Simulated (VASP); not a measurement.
# Nb4N (I-43m) in VASP: notebook

The runs below take Nb4N through relaxation of cell and atoms, single point, with PBE.

Everything below comes from runs of VASP 6.6.1. Logs are shortened: lines on timing, memory, paths and dates and some standing lists are left out, and cuts for length are marked.

### Step 1. The cell of the first run

The structure is cubic, space group I-43m (No. 217). The conventional cell has a = 5.848 Å, b = 5.848 Å, c = 5.848 Å, α = 90.00°, β = 90.00°, γ = 90.00°. Within 1.7 Å of Nb (site symmetry 3m) lie 1 N at 1.28 Å. Within 1.7 Å of N (site symmetry -43m) lie 4 Nb at 1.28 Å.

### Step 2. Relaxation of cell and atoms, PBE

INCAR

```
ALGO = Normal ; EDIFF = 1E-7
EDIFFG = -0.04 ; ENCUT = 600
GGA = PE ; IBRION = 2
ISIF = 3 ; ISMEAR = 0
LASPH = T ; LCHARG = F
LREAL = F ; LWAVE = F
NELM = 100 ; NSW = 90
PREC = Accurate ; SIGMA = 0.1
```

KPOINTS

```
k-points
0
Gamma
  4 4 4
```

POSCAR

```
Nb4N
1.0
   -2.9240572900      2.9240572900      2.9240572900
    2.9240572900     -2.9240572900      2.9240572900
    2.9240572900      2.9240572900     -2.9240572900
Nb N
4 1
Direct
    0.0000000000      0.0000000000      0.7463128600
    0.7463128600      0.0000000000      0.0000000000
    0.0000000000      0.7463128600      0.0000000000
    0.2536871400      0.2536871400      0.2536871400
    0.0000000000      0.0000000000      0.0000000000
```

Potentials or basis: VASP PAW PBE potentials, release 64 (Nb_sv, N).

Launch:

```sh
$ cat potpaw_PBE.64/Nb_sv/POTCAR potpaw_PBE.64/N/POTCAR > POTCAR
$ mpirun -np 1 vasp_std > vasp.out
```

OUTCAR:

```text
EDIFF = 1E-7
   EDIFFG = -0.04
   ENCUT = 600
   GGA = PE
   IBRION = 2
   ISIF = 3
   ISMEAR = 0
   LASPH = T
   LREAL = F
   NELM = 100
   NSW = 90
   PREC = Accurate

 ion  position               nearest neighbor table
   1  0.000  0.000  0.746-   5 1.28   2 2.10   3 2.10   4 2.10
   2  0.746  0.000  0.000-   5 1.28   4 2.10   3 2.10   1 2.10
   3  0.000  0.746  0.000-   5 1.28   4 2.10   2 2.10   1 2.10
   4  0.254  0.254  0.254-   5 1.28   3 2.10   2 2.10   1 2.10
   5  0.000  0.000  0.000-   1 1.28   2 1.28   3 1.28   4 1.28

  LATTYP: Found a body centered cubic cell.
 ALAT       =     5.8481145800

  Lattice vectors:

 A1 = (  -2.9240572900,   2.9240572900,   2.9240572900)
 A2 = (   2.9240572900,  -2.9240572900,   2.9240572900)
 A3 = (   2.9240572900,   2.9240572900,  -2.9240572900)

Analysis of symmetry for initial positions (statically):
=====================================================================
 Subroutine PRICEL returns:
 Original cell was already a primitive cell.

 Routine SETGRP: Setting up the symmetry group for a
 body centered cubic supercell.

 Subroutine GETGRP returns: Found 24 space group operations
 (whereof 24 operations were pure point group operations)
 out of a pool of 48 trial point group operations.

The static configuration has the point symmetry T_d .

Analysis of symmetry for dynamics (positions and initial velocities):
=====================================================================
 Subroutine PRICEL returns:
 Original cell was already a primitive cell.

 Routine SETGRP: Setting up the symmetry group for a
 body centered cubic supercell.

 Subroutine GETGRP returns: Found 24 space group operations
 (whereof 24 operations were pure point group operations)
 out of a pool of 48 trial point group operations.

The dynamic configuration has the point symmetry T_d .

 Subroutine INISYM returns: Found 24 space group operations
 (whereof 24 operations are pure point group operations),
 and found     1 'primitive' translations

----------------------------------------------------------------------------------------

                                     Primitive cell

  volume of cell :     100.0041

  direct lattice vectors                    reciprocal lattice vectors
    -2.924057290  2.924057290  2.924057290     0.000000000  0.170995282  0.170995282
     2.924057290 -2.924057290  2.924057290     0.170995282  0.000000000  0.170995282
     2.924057290  2.924057290 -2.924057290     0.170995282  0.170995282  0.000000000

  length of vectors
     5.064615791  5.064615791  5.064615791     0.241823846  0.241823846  0.241823846

  position of ions in fractional coordinates (direct lattice)
     0.000000000  0.000000000  0.746312860
     0.746312860  0.000000000  0.000000000
     0.000000000  0.746312860  0.000000000
     0.253687140  0.253687140  0.253687140
     0.000000000  0.000000000  0.000000000

  ion indices of the primitive-cell ions
   primitive index   ion index
                 1           1
                 2           2
                 3           3
                 4           4
                 5           5

----------------------------------------------------------------------------------------

 KPOINTS: k-points

Automatic generation of k-mesh.
 Grid dimensions read from file:
 generate k-points for:    4    4    4

 Generating k-lattice:

  Cartesian coordinates                     Fractional coordinates (reciprocal lattice)
     0.000000000  0.042748820  0.042748820     0.250000000  0.000000000  0.000000000
     0.042748820  0.000000000  0.042748820     0.000000000  0.250000000  0.000000000
     0.042748820  0.042748820  0.000000000     0.000000000  0.000000000  0.250000000

  Length of vectors
     0.060455962  0.060455962  0.060455962

  Shift w.r.t. Gamma in fractional coordinates (k-lattice)
     0.000000000  0.000000000  0.000000000

 Subroutine IBZKPT returns following result:
 ===========================================

 Found      8 irreducible k-points:

 Following reciprocal coordinates:
            Coordinates               Weight
  0.000000  0.000000  0.000000      1.000000
  0.250000  0.000000  0.000000     12.000000
  0.500000  0.000000  0.000000      6.000000
  0.250000  0.250000  0.000000     24.000000
  0.250000  0.250000  0.250000      2.000000
 -0.250000  0.250000  0.250000      6.000000
  0.500000  0.500000  0.250000     12.000000
  0.500000  0.500000  0.500000      1.000000
   k-points           NKPTS =      8   k-points in BZ     NKDIM =      8   number of bands    NBANDS=     34
   number of dos      NEDOS =    301   number of ions     NIONS =      5
   total plane-waves  NPLWV =  64000
   dimension x,y,z NGX =    40 NGY =   40 NGZ =   40
   dimension x,y,z NGXF=    80 NGYF=   80 NGZF=   80
   ions per type =               4   1
   NGX,Y,Z   is equivalent  to a cutoff of  13.13, 13.13, 13.13 a.u.
   NGXF,Y,Z  is equivalent  to a cutoff of  26.26, 26.26, 26.26 a.u.
 SYSTEM =  unknown system
   PREC   = accura    normal or accurate (medium, high low for compatibility)
   ISTART =      0    job   : 0-new  1-cont  2-samecut
   ICHARG =      2    charge: 1-file 2-atom 10-const
   ISPIN  =      1    spin polarized calculation?
   LNONCOLLINEAR =      F non collinear calculations
   LSORBIT =      F    spin-orbit coupling
   LASPH  =      T    aspherical Exc in radial PAW
   ENCUT  =  600.0 eV  44.10 Ry    6.64 a.u.  10.12 10.12 10.12*2*pi/ulx,y,z
   NELM   =    100;   NELMIN=  2; NELMDL= -5     # of ELM steps
   EDIFF  = 0.1E-06   stopping-criterion for ELM
   LREAL  =      F    real-space projection
   EDIFFG = -.4E-01   stopping-criterion for IOM
   NSW    =     90    number of steps for IOM
   IBRION =      2    ionic relax: 0-MD 1-quasi-New 2-CG
   NFREE  =      1    steps in history (QN), initial steepest desc. (CG)
   ISIF   =      3    stress and relaxation
   ISYM   =      2    0-nonsym 1-usesym 2-fastsym
   POTIM  = 0.5000    time-step for ionic-motion
   TEBEG  =    0.0;   TEEND  =   0.0 temperature during run
   PSTRESS=    0.0 pullay stress
   NELECT =      57.0000    total number of electrons
   NUPDOWN=      -1.0000    fix difference up-down
   EMIN   =  10.00;   EMAX   =-10.00  energy-range for DOS
   EFERMI =   0.00;   METHOD = LEGACY
   ISMEAR =     0;   SIGMA  =   0.10  broadening in eV -4-tet -1-fermi 0-gaus
   EFERMI_NEDOS =   21; number of points for ismear=-14 and -15
   IALGO  =     38    algorithm
   IMIX   =      4    mixing-type and parameters
     AMIX     =   0.40;   BMIX     =  1.00
     AMIX_MAG =   1.60;   BMIX_MAG =  1.00
  volume/ion in A,a.u.               =      20.00       134.97
  Fermi-wavevector in a.u.,A,eV,Ry     =   1.357356  2.565032 25.067598  1.842417
  Thomas-Fermi vector in A             =   2.484282
   LORBIT       =      0    0 simple, 1 ext, 2 COOP (PROOUT), +10 PAW based schemes
   GGA     = PE    functional components
   LHFCALC =     F    Hartree Fock is set to
   AEXX    =    0.0000 exact exchange contribution
   IVDW    =     0    specifies the selected vdW correction
   LEPSILON=     F    determine dielectric tensor
   LRPA    =     F    only Hartree local field effects (RPA)
 conjugate gradient relaxation of ions
 non-spin polarized calculation
 Gauss-broadening in eV      SIGMA  =   0.10
  energy-cutoff  :      600.00
  volume of cell :      100.00
 maximum number of plane-waves:      3367
   NGX = 21   NGY = 21   NGZ = 21

--------------------------------------- Ionic step        1  -------------------------------------------

 number of electron      56.9999994 magnetization

 Free energy of the ion-electron system (eV)
  ---------------------------------------------------
  ext. energy  EPLUGINS =         0.00000000
  ---------------------------------------------------
  free energy    TOTEN  =        29.36020011 eV

  energy without entropy =       29.38567542  energy(sigma->0) =       29.37293776

------------------------ aborting loop because EDIFF is reached ----------------------------------------

  FORCE on cell =-STRESS in cart. coord.  units (eV):
  Direction    XX          YY          ZZ          XY          YZ          ZX
  --------------------------------------------------------------------------------------
  -------------------------------------------------------------------------------------
  Total      152.4822118    152.4822118    152.4822118      0.0000000     -0.0000000      0.0000000
  in kB     2442.9362952   2442.9362952   2442.9362952      0.0000000     -0.0000000      0.0000000
  external PRESSURE =    2442.9362952 kB  Pullay stress =       0.0000000 kB
[... 1313 lines left out ...]
     33      10.9731      0.00000
     34      10.9731      0.00000

[... ionic steps 4 to 43 ...]

--------------------------------------- Ionic step       44  -------------------------------------------

 number of electron      56.9999999 magnetization

------------------------ aborting loop because EDIFF is reached ----------------------------------------

  FORCE on cell =-STRESS in cart. coord.  units (eV):
  Direction    XX          YY          ZZ          XY          YZ          ZX
  --------------------------------------------------------------------------------------
  -------------------------------------------------------------------------------------
  Total        1.3767990      1.3767990      1.3767990      0.0000000      0.0000000     -0.0000000
  in kB       27.4898358     27.4898358     27.4898358      0.0000000      0.0000000     -0.0000000
  external PRESSURE =      27.4898358 kB  Pullay stress =       0.0000000 kB
[... 63 lines left out ...]
  energy  without entropy=      -47.5158307378  energy(sigma->0) =      -47.53220591

--------------------------------------- Ionic step       46  -------------------------------------------

 number of electron      57.0000003 magnetization

 Free energy of the ion-electron system (eV)
  ---------------------------------------------------
  ext. energy  EPLUGINS =         0.00000000
  ---------------------------------------------------
  free energy    TOTEN  =       -47.54920141 eV

  energy without entropy =      -47.51639299  energy(sigma->0) =      -47.53279720

 E-fermi :  10.7895     XC(G=0): -12.2281

 val. band max:       10.7427167981   @ k =   0.5000   0.5000   0.2500
 cond. band min:      10.9114404710   @ k =   0.5000   0.5000   0.2500
 fundamental gap:      0.1687236729
 Fermi energy:        10.7894530417

 k-point     1 :       0.0000    0.0000    0.0000
  band No.  band energies     occupation
      1     -44.1247      2.00000
      2     -43.7762      2.00000
      3     -43.7762      2.00000
      4     -43.7762      2.00000
      5     -20.7795      2.00000
      6     -20.7795      2.00000
[... 317 lines left out ...]
  FREE ENERGIE OF THE ION-ELECTRON SYSTEM (eV)
  ---------------------------------------------------
  free  energy   TOTEN  =       -47.5492014126 eV

  energy  without entropy=      -47.5163929916  energy(sigma->0) =      -47.53279720

 reached required accuracy - stopping structural energy minimisation
```

Wall time 30 min (1 thread of Intel Xeon Platinum 8259CL at 2.50GHz (Skylake/Cascade Lake), shared host); peak memory 0.28 GiB.

What came out:

| Property | Result |
| --- | --- |
| Free energy | -47.5492 eV |
| Relaxed volume | 16.28 Å³/atom |
| Relaxed cell | a = 4.729 Å, b = 4.729 Å, c = 4.729 Å, α = 109.47°, β = 109.47°, γ = 109.47° |
| Space group after relaxing (to 0.05 Å) | I-43m (No. 217) |
| Energy gained by relaxing | 15381.9 meV/atom |
| Ionic steps | 46 |
| Pressure after relaxing | -0.3 GPa |
| Largest force after relaxing | 0.023 eV/Å |

Forces on the atoms (eV/Å):
```
Nb   0.013  0.013 -0.013
Nb  -0.013  0.013  0.013
Nb   0.013 -0.013  0.013
Nb  -0.013 -0.013 -0.013
N    0.000  0.000  0.000
```

The path:
```
step  energy change (eV)  largest force (eV/Å)  pressure (GPa)  volume (Å³)
   1              0.0000               91.8749          244.29       100.00
   3           1829.2940             2224.0529          697.95       408.57
   5            -54.9550               30.7146           79.78       111.14
   7            -59.9117               25.0789           72.55       102.72
   9            -60.9701               23.7511           71.20       100.68
  11            -61.2232               23.4238           70.89       100.17
  13            -61.2857               23.3424           70.82       100.05
  15            -61.3013               23.3220           70.79       100.01
  17            -61.3052               23.3171           70.79       100.01
  19            -61.3062               23.3154           70.79       100.00
  21            -56.9249                0.6080          -21.39       209.58
  23            -69.8705                1.0378          -25.77       137.84
  25            -72.8880                3.0144            0.18       109.17
  27            -73.0853                1.5072           -7.42       113.14
  29            -74.1915                5.0100           31.69        77.76
  31            -74.3829                4.6350           19.48        83.67
  33            -74.9293                3.9748           22.49        79.60
  35            -75.6887                2.4278           24.84        75.37
  37            -76.3943                0.0546          -14.63        91.14
  39            -76.7056                0.6637           -3.59        84.74
  41            -76.7916                0.5336           -2.23        83.53
  43            -76.8487                0.0216            6.89        78.23
  45            -76.9088                0.0486            0.26        81.19
  46            -76.9094                0.0228           -0.33        81.42
```

Final structure:
```
Nb N
1.0
    -2.73036    2.73036    2.73036
     2.73036   -2.73036    2.73036
     2.73036    2.73036   -2.73036
Nb N
4 1
Direct
  0.00000 0.00000 0.47416
  0.47416 0.00000 0.00000
  0.00000 0.47416 0.00000
  0.52584 0.52584 0.52584
  0.00000 0.00000 0.00000
```

Caveat: the k points lie up to 0.41 Å⁻¹ apart in the final cell; the volume moved by over 15 % at a fixed basis, so the end points are rough.

### Step 3. Single point, PBE

INCAR

```
PREC = Accurate
ENCUT = 520
EDIFF = 1E-6
ISMEAR = 0
SIGMA = 0.1
LREAL = False
LASPH = True
NELM = 100
ALGO = Normal
ISIF = 2
LWAVE = False
LCHARG = False
GGA = PE
NBANDS = 36
```

KPOINTS

```
regular mesh
0
Gamma
  4 4 4
```

POSCAR is that of step 2.

Potentials or basis: VASP PAW PBE potentials, release 64 (Nb_sv, N).

Launch:

```sh
$ cat potpaw_PBE.64/Nb_sv/POTCAR potpaw_PBE.64/N/POTCAR > POTCAR
$ mpirun -np 1 vasp_std > vasp.out
```

Wall time 39 s (1 thread of Intel Xeon Platinum 8259CL at 2.50GHz (Skylake/Cascade Lake), shared host); peak memory 0.24 GiB.

The run converged. Its results:

* Free energy: 29.4583 eV
* Pressure: 243.8 GPa
* Largest force: 92.028 eV/Å

Forces in eV/Å, atoms in the order of the input:
```
Nb  -53.132 -53.132  53.132
Nb   53.132 -53.132 -53.132
Nb  -53.132  53.132 -53.132
Nb   53.132  53.132  53.132
N     0.000   0.000   0.000
```

Levels at points of the mesh, in eV from the Fermi level:
```
           k point  band 24  band 25  band 26  band 27  band 28  band 29  band 30  band 31  band 32  band 33
(0.00, 0.00, 0.00)    -2.59    -2.33    -2.33     0.35     0.35     0.35     1.41     1.41     2.26     2.26
(0.50, 0.00, 0.00)    -2.44    -1.48    -1.45    -0.78    -0.48    -0.17     0.44     2.21     2.24     2.95
(0.50, 0.50, 0.50)    -1.82    -1.82    -0.32    -0.32    -0.32     0.32     0.32     1.74     2.11     2.11
```

Caveat: the k points lie up to 0.38 Å⁻¹ apart; forces of over 1 eV/Å act on the atoms, so gaps and moduli don't describe the material at rest.
